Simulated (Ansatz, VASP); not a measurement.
**Two plane-wave programs on PtSeS4**

```
Pt Se S
1.0
     0.00000    3.74323    3.74323
     3.74323    0.00000    3.74323
     3.74323    3.74323    0.00000
Pt Se S
1 1 4
Cartesian
  0.0000 0.0000 0.0000
  1.8716 1.8716 1.8716
  2.7169 2.7169 4.7695
  2.7169 4.7695 2.7169
  4.7695 2.7169 2.7169
  4.7695 4.7695 4.7695
```

Change from the starting cell: species swapped into the LuCdNi4 type (F-43m, No. 216).

Alike in both runs: functional PBE; k mesh 10 × 10 × 10; occupations gaussian, width 0.1 eV; no spin polarisation.

Ansatz relaxed the structure, and its values are those at the end. VASP's run is a single point on that final structure, the one shown.

|  | VASP | Ansatz |
| --- | --- | --- |
| version | VASP 6.6.1 | Ansatz 0.2.0 |
| potentials or method | VASP PAW PBE potentials, release 64 (Pt, Se, S), cutoff 520 eV | scalar-relativistic, plane waves, PAW |
| valence electrons in the cell | 40 | 58 |

Ansatz gave:

| Property | Result |
| --- | --- |
| gap on the k mesh at the Fermi level (eV) | none |
| pressure (GPa) | 0.0 |
| rms of the force components (eV/Å) | 0.001 |

Question: Which values does VASP return?

Answer: gap on the k mesh at the Fermi level (eV): none; pressure (GPa): -0.2; rms of the force components (eV/Å): 0.026.

A gap of «none» marks a metal or a gap that the smearing closes. VASP's potentials hold 40 valence electrons a cell and Ansatz's 58, so a difference there can come from the potentials and not from the codes.

Neither program's run includes spin-orbit coupling.
